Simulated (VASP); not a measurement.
The system is Pd.

```xyz
2
Lattice="2.7505 0.0000 0.0000 -1.3753 2.3820 0.0000 0.0000 0.0000 4.4916" Properties=species:S:1:pos:R:3 pbc="T T T"
Pd    0.0000    1.5880    1.1229
Pd    1.3753    0.7940    3.3687
```

This isn't the form of Pd at room conditions, which is fcc.

```yaml
Program: VASP 6.6.1
Task: relaxation of cell and atoms
Functional: RPBE
Potentials_or_basis: VASP PAW PBE potentials, release 64 (Pd)
Cutoff: 500 eV
k_mesh: 13 × 13 × 7
Occupations: fermi-dirac, width 0.1 eV
Spin: no spin polarisation
```

At the start: pressure 13.5 GPa; volume 14.71 Å³/atom.

Problem. Where does the relaxation end?

Solution. Over 7 steps the energy falls by 46.4 meV/atom and the volume is 15.87 Å³/atom (+7.9 %); space group P6_3/mmc (No. 194, to 0.1 Å) before and after.

Step by step:
```
step  energy change (eV)  largest force (eV/Å)  pressure (GPa)  volume (Å³)
   1              0.0000                0.0000           13.49        29.43
   2              0.0292                0.0000          -10.70        35.02
   3             -0.0914                0.0000           -0.29        31.82
   4             -0.0915                0.0000           -0.06        31.77
   5             -0.0925                0.0000           -0.03        31.76
   6             -0.0929                0.0000            0.02        31.74
   7             -0.0929                0.0000            0.04        31.74
```

Final structure:
```
CELL_PARAMETERS angstrom
2.80316 0.00000 0.00000
-1.40158 2.42761 0.00000
0.00000 0.00000 4.66424
ATOMIC_POSITIONS crystal
Pd 0.33333 0.66667 0.25000
Pd 0.66667 0.33333 0.75000
```

Caveat: the PAW data sets were made with another functional, which shifts forces and pressure a little.
